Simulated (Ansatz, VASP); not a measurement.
**Two plane-wave programs on C**

The input INCAR:

```
SYSTEM = C
PREC = Accurate
ENCUT = 520
EDIFF = 1E-8
ISMEAR = -1
SIGMA = 0.05
LREAL = .False.
LASPH = .True.
NELM = 80
ALGO = Normal
ISIF = 2
LWAVE = .False.
LCHARG = .False.
GGA = PS
LEFG = .True.
NBANDS = 11
```

Contents of KPOINTS:

```
regular mesh
0
Gamma
  18 18 18
  0 0 0
```

Contents of POSCAR:

```
C
1.0
    0.0000000000      2.0982532328      3.3027512099
    1.2114033709      0.0000000000      3.3027512099
    1.2114033709      2.0982532328      0.0000000000
C
2
Direct
    0.1666700000      0.8333300000      0.1666700000
    0.8333300000      0.1666700000      0.8333300000
```

Input for Ansatz:

```yaml
crystal:
  lattice:
    - [0.0, 2.0982532328, 3.3027512099]
    - [1.2114033709, 0.0, 3.3027512099]
    - [1.2114033709, 2.0982532328, 0.0]
  atoms:
    - { symbol: C, position: [0.16667, 0.83333, 0.16667] }
    - { symbol: C, position: [0.83333, 0.16667, 0.83333] }
kpoints:
  mp_grid: { grid: [18, 18, 18] }
scf:
  occupations: { method: fermi_dirac, width: 0.05 }
hamiltonian:
  xc: pbesol
  pseudopotentials: { kind: paw }
output:
  forces: true
  stress: true
  eigenvalues: true
  efg: { contact_densities: true }
```

Change from the starting cell: volume scaled by 0.96, PAW files.

Alike in both runs: task electric field gradients; functional PBEsol; k mesh 18 × 18 × 18; occupations fermi-dirac, width 0.05 eV; no spin polarisation.

|  | VASP | Ansatz |
| --- | --- | --- |
| version | VASP 6.6.1 | Ansatz 0.2.0 |
| potentials or method | VASP PAW PBE potentials, release 64 (C) | PAW with Ansatz's default frozen-core files, scalar-relativistic |
| plane-wave cutoff (eV) | 520 | 420 |
| valence electrons in the cell | 8 | 8 |

|  | VASP | Ansatz | Ansatz less VASP |
| --- | --- | --- | --- |
| pressure (GPa) | 14.8 | 14.0 | -0.73 |
| traceless stress, the component that is largest in VASP (GPa) | -12.59 | -11.79 | +0.795 |
| size of Vzz on the site where it differs most (V/Å²) | 34.1 | 26.3 | -7.82 |

VASP's potentials were made for PBE, not for PBEsol.
